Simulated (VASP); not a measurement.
# Si62C (a cell with a defect) in VASP: a series of runs, part 2 of 2

VASP 6.6.1. The steps go on from the part before.

## Step 3: Single point, PBE+D3(BJ)

The input, INCAR:

```
  PREC = Accurate
  ENCUT = 520
  EDIFF = 1E-7
  ISMEAR = 0
  SIGMA = 0.02
  LREAL = Auto
  LASPH = True
  NELM = 60
  ALGO = Normal
  ISIF = 2
  LWAVE = False
  LCHARG = True
  GGA = PE
  IVDW = 12
  LELF = True
  LVHAR = True
  NBANDS = 163
```

The input, KPOINTS:

```
Automatic mesh
0
Gamma
  1 1 1
```

The input, POSCAR:

```
Si62C
1.0
   10.8600000000      0.0000000000      0.0000000000
    0.0000000000     10.8600000000      0.0000000000
    0.0000000000      0.0000000000     10.8600000000
Si C
62 1
Direct
    0.4991102303      0.0008897697      0.0051634905
    0.6227211394      0.1302144348      0.1272788606
    0.7501779806      0.2504910608     -0.0001779806
    0.8746443029      0.3842290496      0.1152434828
    0.7448365095      0.0008897697      0.2508897697
    0.8764442732      0.1242145517      0.3742145517
   -0.0063753671     -0.0063323226     -0.0003203870
    0.1205257648      0.1249474543      0.1252215359
    0.2507783349      0.2492216651     -0.0008050927
    0.3750525457      0.3794742352      0.1252215359
    0.5063323226      0.5063753671     -0.0003203870
    0.6281042143      0.6417378011      0.1218957857
    0.8582621989      0.8718957857      0.1218957857
    0.2451641373      0.0017707522      0.2517707522
    0.3744657857      0.1255342143      0.3755342143
    0.4982292478      0.2548358627      0.2517707522
    0.6247784641      0.3794742352      0.3749474543
    0.7503203870      0.5063753671      0.2436676774
    0.8751918928      0.6248081072      0.3744055188
    0.4982292478      0.0017707522      0.5048358627
    0.6247784641      0.1249474543      0.6294742352
    0.7508050927      0.2492216651      0.4992216651
    0.8758682614      0.3753897047      0.6253897047
    0.7503203870     -0.0063323226      0.7563753671
    0.8751918928      0.1244055188      0.8748081072
   -0.0117977690      0.5117977690     -0.0270153501
    0.1157709504      0.6253556971      0.1152434828
    0.2495089392      0.7498220194     -0.0001779806
    0.3697855652      0.8772788606      0.1272788606
   -0.0032784345      0.2549280806      0.2453391616
    0.1249230627      0.3750769373      0.3730395943
    0.2450719194      0.5032784345      0.2453391616
    0.3757854483      0.6235557268      0.3742145517
    0.4991102303      0.7551634905      0.2508897697
    0.6227211394      0.8772788606      0.3802144348
   -0.0032784345     -0.0046608384      0.5049280806
    0.1249230627      0.1230395943      0.6250769373
    0.2502821666      0.2497178334      0.4997178334
    0.3769604057      0.3750769373      0.6250769373
    0.5046608384      0.5032784345      0.5049280806
    0.6347565172      0.6253556971      0.6342290496
    0.7501779806      0.7498220194      0.5004910608
    0.8746443029      0.8652434828      0.6342290496
    0.2450719194     -0.0046608384      0.7532784345
    0.3757854483      0.1242145517      0.8735557268
    0.5046608384      0.2549280806      0.7532784345
    0.6347565172      0.3842290496      0.8753556971
    0.7770153501      0.5117977690      0.7617977690
   -0.0063753671      0.7496796130      0.2436676774
    0.1205257648      0.8752215359      0.3749474543
    0.0016240018      0.4983759982      0.4992053820
    0.1246102953      0.6241317386      0.6253897047
    0.2507783349      0.7491949073      0.4992216651
    0.3750525457      0.8752215359      0.6294742352
    0.0016240018      0.2492053820      0.7483759982
    0.1246102953      0.3753897047      0.8741317386
    0.2507946180      0.4983759982      0.7483759982
    0.3755944812      0.6248081072      0.8748081072
    0.5063323226      0.7496796130      0.7563753671
    0.6281042143      0.8718957857      0.8917378011
   -0.0117977690      0.7229846499      0.7617977690
    0.1157709504      0.8652434828      0.8753556971
    0.9107756348      0.5892243652     -0.1607756348
```

Potentials or basis: VASP PAW PBE potentials, release 64 (Si, C).

Run with:

```sh
$ cat potpaw_PBE.64/Si/POTCAR potpaw_PBE.64/C/POTCAR > POTCAR
$ mpirun -np 1 vasp_gam > vasp.out
```

Wall time 11 min (1 thread of Oxide Virtual Turin-like, shared host); peak memory 1 GiB.

Results (log left out):

- Free energy: -354.7671 eV
- Pressure: -1.6 GPa
- Largest force: 0.012 eV/Å
- Dispersion energy per atom: -0.310 eV

Forces in eV/Å, atoms in the order of the input:
```
Si  -0.004  0.004 -0.001
Si   0.000  0.004  0.000
Si   0.003  0.005 -0.003
Si  -0.004  0.001  0.007
Si   0.001  0.004  0.004
Si   0.000 -0.008 -0.008
Si   0.001  0.000 -0.002
Si   0.004  0.005  0.002
Si   0.004 -0.004 -0.008
Si  -0.005 -0.004  0.002
Si   0.000 -0.001 -0.002
Si  -0.004 -0.005  0.004
Si   0.005  0.004  0.004
Si  -0.007 -0.002 -0.002
Si  -0.001  0.001  0.001
Si   0.002  0.007 -0.002
Si  -0.002 -0.004  0.005
Si   0.002 -0.001  0.000
Si   0.003 -0.003 -0.002
Si   0.002 -0.002  0.007
Si  -0.002  0.005 -0.004
Si   0.008 -0.004 -0.004
Si  -0.003 -0.001 -0.001
Si   0.002  0.000 -0.001
Si   0.003 -0.002 -0.003
Si   0.000  0.000 -0.012
Si  -0.001  0.004  0.007
Si  -0.005 -0.003 -0.003
Si  -0.004  0.000  0.000
Si   0.001  0.002 -0.001
Si  -0.002  0.002  0.005
Si  -0.002 -0.001 -0.001
Si   0.008  0.000 -0.008
Si  -0.004 -0.001  0.004
Si   0.000  0.000  0.004
Si   0.001 -0.001  0.002
Si  -0.002  0.005  0.002
Si   0.006 -0.006 -0.006
Si  -0.005  0.002  0.002
Si   0.001 -0.001  0.002
Si  -0.007  0.004  0.001
Si   0.003 -0.003  0.005
Si  -0.004  0.007  0.001
Si  -0.002 -0.001 -0.001
Si   0.008 -0.008  0.000
Si   0.001  0.002 -0.001
Si  -0.007  0.001  0.004
Si   0.012  0.000  0.000
Si   0.001 -0.002  0.000
Si   0.004  0.002  0.005
Si  -0.002  0.002  0.002
Si   0.001  0.003 -0.001
Si   0.004 -0.008 -0.004
Si  -0.005  0.002 -0.004
Si  -0.002  0.002  0.002
Si   0.001 -0.001  0.003
Si  -0.002  0.002  0.002
Si   0.002 -0.003 -0.003
Si   0.000 -0.002 -0.001
Si  -0.004  0.004 -0.005
Si   0.000 -0.012  0.000
Si  -0.001  0.007  0.004
C    0.002 -0.002 -0.002
```

Stress tensor (GPa, compression positive):
```
-1.64 -1.05 -1.05
-1.05 -1.64  1.05
-1.05  1.05 -1.64
```

Levels at points of the mesh, in eV from the Fermi level:
```
           k point  band 124  band 125  band 126  band 127  band 128  band 129
(0.00, 0.00, 0.00)     -0.70     -0.70     -0.14      0.11      0.11      0.32
```

Caveat: the k points lie up to 0.58 Å⁻¹ apart.

## Step 4: Single point, PBE+D3(BJ)

The input, INCAR:

```
PREC = Accurate ; ENCUT = 520
EDIFF = 1E-7 ; ISMEAR = 0
SIGMA = 0.02 ; LREAL = Auto
LASPH = T ; NELM = 80
ALGO = Normal ; ISIF = 2
LWAVE = F ; LCHARG = T
GGA = PE ; IVDW = 12
LELF = T ; LVHAR = T
NBANDS = 163
```

KPOINTS is that of step 3.

The input, POSCAR:

```
Si62C
1.0
   10.8600000000      0.0000000000      0.0000000000
    0.0000000000     10.8600000000      0.0000000000
    0.0000000000      0.0000000000     10.8600000000
Si C
62 1
Direct
    0.5006620626     -0.0001100368      0.0006310313
    0.6236301105      0.1260374770      0.1264186924
    0.7500666667      0.2509214549      0.0001069982
    0.8748834254      0.3816850829      0.1185224678
    0.7494562615     -0.0001382136      0.2494426335
    0.8741982505      0.1261980663      0.3757328729
   -0.0095067219     -0.0090009208     -0.0003903315
    0.1204631676      0.1203874770      0.1216720994
    0.2492205341      0.2512686924      0.0013930018
    0.3801404236      0.3800035912      0.1216591160
    0.5095346225      0.5100300184     -0.0004367403
    0.6371636280      0.6524083794      0.1129429098
    0.8481418969      0.8633467772      0.1129020258
    0.2483378453      0.0002320442      0.2498006446
    0.3749352670      0.1256300184      0.3751590239
    0.5003533149      0.2521417127      0.2497526703
    0.6284208103      0.3800065378      0.3699174033
    0.7505527624      0.5101295580      0.2406389503
    0.8750892265      0.6255059853      0.3743745856
    0.5003488950      0.0001636280      0.5017962247
    0.6284306630      0.1203888582      0.6295459484
    0.7486514733      0.2512392265      0.5008046041
    0.8803636280      0.3745136280      0.6241047882
    0.7505395948     -0.0089480663      0.7596561694
    0.8750288214      0.1247534070      0.8750976059
   -0.0030754144      0.5036489871     -0.0170194291
    0.1189484346      0.6256680479      0.1185491713
    0.2496674033      0.7505304788      0.0001279926
    0.3745050645      0.8769911602      0.1265067219
    0.0003989871      0.2503644567      0.2454799263
    0.1270220074      0.3734872928      0.3700369245
    0.2502152855      0.5001435543      0.2455022099
    0.3743115101      0.6263750460      0.3757158379
    0.5006221915      0.7511273481      0.2494988950
    0.6236273481      0.8768765193      0.3756341621
    0.0004163904     -0.0041082873      0.4999075506
    0.1269851750      0.1204660221      0.6231010129
    0.2507579190      0.2497713628      0.4993783610
    0.3800237569      0.3736157459      0.6231789134
    0.5046484346      0.5001232044      0.4998860037
    0.6315593002      0.6256432781      0.6311711786
    0.7500395948      0.7505579190      0.5004879374
    0.8748667587      0.8690115101      0.6312325046
    0.2502237569     -0.0040893186      0.7497011971
    0.3743198895      0.1261649171      0.8758931860
    0.5046248619      0.2503674954      0.7496982505
    0.6316056169      0.3816188766      0.8752416206
    0.7670827808      0.5036116943      0.7531587477
   -0.0095302026      0.7499291897      0.2405783610
    0.1204957643      0.8720650092      0.3699705341
    0.0024703499      0.4980181400      0.4946908840
    0.1260231123      0.6201547882      0.6240590239
    0.2492059853      0.7518686924      0.5008274401
    0.3801567219      0.8720812155      0.6295342541
    0.0024896869      0.2450988950      0.7476262431
    0.1260244015      0.3745346225      0.8696846225
    0.2554462247      0.4981244015      0.7476536832
    0.3757965930      0.6255149171      0.8751209945
    0.5094739411      0.7499840700      0.7596232044
    0.6371679558      0.8633842541      0.9019369245
   -0.0031809392      0.7333773481      0.7532479742
    0.1189413444      0.8689300184      0.8752586556
    0.7147116943      0.7858475138      0.0353722836
```

Potentials or basis: VASP PAW PBE potentials, release 64 (Si, C).

Run with:

```sh
$ cat potpaw_PBE.64/Si/POTCAR potpaw_PBE.64/C/POTCAR > POTCAR
$ mpirun -np 1 vasp_gam > vasp.out
```

OUTCAR:

```text
PREC = Accurate
   ENCUT = 520
   EDIFF = 1E-7
   ISMEAR = 0
   LREAL = Auto
   LASPH = T
   NELM = 80
   ISIF = 2
   GGA = PE
   IVDW = 12
 IVDW          = 12

 ion  position               nearest neighbor table
   1  0.501  1.000  0.001-   2 2.35  29 2.35  60 2.35  45 2.37
   2  0.624  0.126  0.126-  16 2.34   1 2.35   5 2.35   3 2.37
   3  0.750  0.251  0.000-   4 2.35  47 2.35  25 2.36   2 2.37
   4  0.875  0.382  0.119-   3 2.35  18 2.35  26 2.38  30 2.41
   5  0.749  1.000  0.249-  35 2.35   2 2.35  13 2.35   6 2.37
   6  0.874  0.126  0.376-  22 2.36   5 2.37  30 2.39  36 2.39
[... 43 lines left out ...]
  50  0.120  0.872  0.370-  36 2.35  14 2.36  53 2.38  49 2.39
  51  0.002  0.498  0.495-  31 2.34  23 2.35  52 2.35  19 2.35
  52  0.126  0.620  0.624-  61 2.33  57 2.35  51 2.35  53 2.37
  53  0.249  0.752  0.501-  33 2.36  52 2.37  50 2.38  54 2.38
  54  0.380  0.872  0.630-  44 2.35  20 2.36  53 2.38  59 2.39
  55  0.002  0.245  0.748-  37 2.34  56 2.35  23 2.35  25 2.35
  56  0.126  0.375  0.870-  26 2.33  55 2.35  57 2.35   9 2.37
  57  0.255  0.498  0.748-  39 2.34  56 2.35  52 2.35  58 2.35
  58  0.376  0.626  0.875-  59 2.35  11 2.35  57 2.35  28 2.36
  59  0.509  0.750  0.760-  58 2.35  41 2.35  54 2.39  60 2.41
  60  0.637  0.863  0.902-  63 1.88   1 2.35  24 2.41  59 2.41
  61  0.997  0.733  0.753-  52 2.33  43 2.38  62 2.38
  62  0.119  0.869  0.875-  28 2.35   7 2.35  61 2.38  44 2.41
  63  0.715  0.786  0.035-  13 1.88  60 1.88  12 1.88

  LATTYP: Found a simple cubic cell.
 ALAT       =    10.8600000000

  Lattice vectors:

 A1 = (  10.8600000000,   0.0000000000,   0.0000000000)
 A2 = (   0.0000000000,  10.8600000000,   0.0000000000)
 A3 = (   0.0000000000,   0.0000000000,  10.8600000000)

Analysis of symmetry for initial positions (statically):
=====================================================================
 Subroutine PRICEL returns:
 Original cell was already a primitive cell.
[... 243 lines left out ...]
  Thomas-Fermi vector in A             =   2.080702
   LORBIT       =      0    0 simple, 1 ext, 2 COOP (PROOUT), +10 PAW based schemes
   GGA     = PE    functional components
   LHFCALC =     F    Hartree Fock is set to
   AEXX    =    0.0000 exact exchange contribution
   IVDW    =    12    specifies the selected vdW correction
   LEPSILON=     F    determine dielectric tensor
   LRPA    =     F    only Hartree local field effects (RPA)
 non-spin polarized calculation
 Gauss-broadening in eV      SIGMA  =   0.02
  energy-cutoff  :      520.00
  volume of cell :     1280.82
 maximum number of plane-waves:     17229
 NGX is ok and might be reduce to    84
   NGX = 41   NGY = 41   NGZ = 41

 number of electron     251.9999987 magnetization

 Free energy of the ion-electron system (eV)
  ---------------------------------------------------
  ext. energy  EPLUGINS =         0.00000000
  ---------------------------------------------------
  free energy    TOTEN  =      -335.24596598 eV

  energy without entropy =     -335.24596598  energy(sigma->0) =     -335.24596598

 E-fermi :   6.0442     XC(G=0):  -9.3035

 val. band max:        5.9128555942   @ k =   0.0000   0.0000   0.0000
 cond. band min:       6.1613455750   @ k =   0.0000   0.0000   0.0000
 fundamental gap:      0.2484899808
 Fermi energy:         6.0442226864

 k-point     1 :       0.0000    0.0000    0.0000
  band No.  band energies     occupation
      1      -6.6001      2.00000
      2      -6.0455      2.00000
      3      -5.1971      2.00000
      4      -5.1968      2.00000
      5      -5.1761      2.00000
      6      -5.1757      2.00000
[... 130 lines left out ...]
    137       6.7933      0.00000
    138       6.9346      0.00000
 [bands above 138 left out]

------------------------ aborting loop because EDIFF is reached ----------------------------------------

 Edisp (eV)  -19.51967

 E6    (eV) :   -11.4504

 E8    (eV) :    -8.0693

  FORCE on cell =-STRESS in cart. coord.  units (eV):
  Direction    XX          YY          ZZ          XY          YZ          ZX
  --------------------------------------------------------------------------------------
  -------------------------------------------------------------------------------------
  Total     -13.17582   -13.19340   -13.17737    -8.38465     8.42666    -8.40241
  in kB     -16.48158   -16.50356   -16.48352   -10.48833    10.54088   -10.51054
  external pressure =      -16.49 kB  Pullay stress =        0.00 kB

 VOLUME and BASIS-vectors are now :
 -----------------------------------------------------------------------------
  energy-cutoff  :      520.00
  volume of cell :     1280.82
      direct lattice vectors                 reciprocal lattice vectors
    10.860000000  0.000000000  0.000000000     0.092081031  0.000000000  0.000000000
     0.000000000 10.860000000  0.000000000     0.000000000  0.092081031  0.000000000
     0.000000000  0.000000000 10.860000000     0.000000000  0.000000000  0.092081031

 POSITION                                       TOTAL-FORCE (eV/Angst)
 -----------------------------------------------------------------------------------
      5.43719     10.85881      0.00685        -0.001376     -0.000464      0.002082
      6.77262      1.36877      1.37291         0.003564     -0.003925      0.004959
      8.14572      2.72501      0.00116        -0.003240      0.002503      0.000825
      9.50123      4.14510      1.28715         0.003890      0.005066     -0.000552
      8.13909     10.85850      2.70895        -0.006115     -0.000242     -0.002640
      9.49379      1.37051      4.08046         0.003565      0.001291      0.005557
[... 55 lines left out ...]
      1.29170      9.43658      9.50531        -0.005220     -0.002338     -0.009710
      7.76177      8.53430      0.38414         0.000178      0.003219     -0.002086
 -----------------------------------------------------------------------------------
    total drift:                                0.010825      0.012528     -0.008378

  FREE ENERGIE OF THE ION-ELECTRON SYSTEM (eV)
  ---------------------------------------------------
  free  energy   TOTEN  =      -354.7656386506 eV

  energy  without entropy=     -354.7656386506  energy(sigma->0) =     -354.76563865
```

OSZICAR:

```text
N       E                     dE             d eps       ncg     rms          rms(c)
DAV:   1     0.127365079969E+04    0.12737E+04   -0.10968E+05   326   0.136E+03
DAV:   2    -0.169855361063E+03   -0.14435E+04   -0.13715E+04   428   0.219E+02
DAV:   3    -0.337726536685E+03   -0.16787E+03   -0.16000E+03   404   0.647E+01
DAV:   4    -0.343732411153E+03   -0.60059E+01   -0.59643E+01   380   0.145E+01
DAV:   5    -0.343919956291E+03   -0.18755E+00   -0.18689E+00   404   0.280E+00    0.283E+01
DAV:   6    -0.336564241013E+03    0.73557E+01   -0.14560E+01   500   0.703E+00    0.170E+01
DAV:   7    -0.335293924656E+03    0.12703E+01   -0.81102E+00   356   0.482E+00    0.595E+00
DAV:   8    -0.335234875773E+03    0.59049E-01   -0.12230E+00   396   0.197E+00    0.148E+00
DAV:   9    -0.335231386760E+03    0.34890E-02   -0.17249E-01   452   0.899E-01    0.706E-01
DAV:  10    -0.335241956510E+03   -0.10570E-01   -0.57750E-02   356   0.426E-01    0.370E-01
DAV:  11    -0.335244927797E+03   -0.29713E-02   -0.13030E-02   420   0.196E-01    0.188E-01
DAV:  12    -0.335245502153E+03   -0.57436E-03   -0.12465E-03   404   0.748E-02    0.103E-01
DAV:  13    -0.335245930286E+03   -0.42813E-03   -0.75881E-04   348   0.559E-02    0.240E-02
DAV:  14    -0.335245957550E+03   -0.27263E-04   -0.66528E-05   388   0.169E-02    0.115E-02
DAV:  15    -0.335245964180E+03   -0.66299E-05   -0.14228E-05   364   0.795E-03    0.438E-03
DAV:  16    -0.335245965392E+03   -0.12119E-05   -0.14226E-06   396   0.236E-03    0.194E-03
DAV:  17    -0.335245966050E+03   -0.65810E-06   -0.50036E-07   348   0.133E-03    0.978E-04
DAV:  18    -0.335245965982E+03    0.67517E-07   -0.64051E-08   204   0.537E-04
   1 F= -.35476564E+03 E0= -.35476564E+03  d E =-.259516E-16
```

Wall time 10 min (1 thread of Oxide Virtual Turin-like, shared host); peak memory 0.98 GiB.

What came out:

* Free energy: -354.7656 eV
* Pressure: -1.6 GPa
* Largest force: 0.028 eV/Å
* Dispersion energy per atom: -0.310 eV

Forces on the atoms (eV/Å):
```
Si  -0.001  0.000  0.002
Si   0.004 -0.004  0.005
Si  -0.003  0.003  0.001
Si   0.004  0.005 -0.001
Si  -0.006  0.000 -0.003
Si   0.004  0.001  0.006
Si   0.003  0.008 -0.013
Si   0.005 -0.004  0.006
Si   0.001 -0.001  0.002
Si   0.004 -0.002  0.005
Si  -0.006 -0.003 -0.005
Si  -0.017 -0.008  0.017
Si   0.014  0.014  0.020
Si  -0.003  0.000  0.001
Si   0.001 -0.005  0.008
Si  -0.004  0.002 -0.002
Si  -0.002  0.000 -0.004
Si   0.007 -0.009  0.003
Si  -0.007  0.001  0.003
Si  -0.004  0.006 -0.011
Si  -0.006 -0.005  0.007
Si   0.004  0.005  0.002
Si  -0.004 -0.005 -0.004
Si   0.005  0.010 -0.007
Si   0.004  0.003  0.002
Si   0.007 -0.005  0.009
Si  -0.003 -0.009 -0.007
Si  -0.001  0.005  0.003
Si   0.003 -0.004  0.000
Si  -0.003 -0.005 -0.001
Si  -0.006  0.011  0.002
Si   0.002 -0.004 -0.001
Si  -0.001 -0.005  0.012
Si   0.002 -0.001 -0.009
Si   0.002  0.005 -0.005
Si  -0.006  0.003 -0.004
Si  -0.002 -0.002  0.006
Si   0.004  0.002  0.002
Si   0.005  0.000 -0.005
Si  -0.011  0.002 -0.005
Si   0.006 -0.002  0.003
Si   0.000 -0.001  0.004
Si   0.006 -0.007  0.000
Si   0.000 -0.004 -0.001
Si   0.000  0.008 -0.002
Si  -0.002 -0.008  0.001
Si   0.005  0.002 -0.006
Si  -0.008 -0.004 -0.003
Si   0.006  0.000  0.007
Si   0.000  0.008 -0.010
Si   0.009 -0.006 -0.009
Si  -0.006  0.005  0.006
Si   0.004 -0.003  0.002
Si   0.000  0.005  0.005
Si   0.001 -0.008 -0.005
Si   0.000  0.001  0.004
Si   0.004 -0.004 -0.003
Si   0.001  0.002  0.002
Si  -0.001 -0.007 -0.006
Si  -0.016  0.012 -0.013
Si   0.011  0.005 -0.006
Si  -0.005 -0.002 -0.010
C    0.000  0.003 -0.002
```

Stress tensor (GPa, compression positive):
```
-1.65 -1.05 -1.05
-1.05 -1.65  1.05
-1.05  1.05 -1.65
```

Caveat: the k points lie up to 0.58 Å⁻¹ apart.
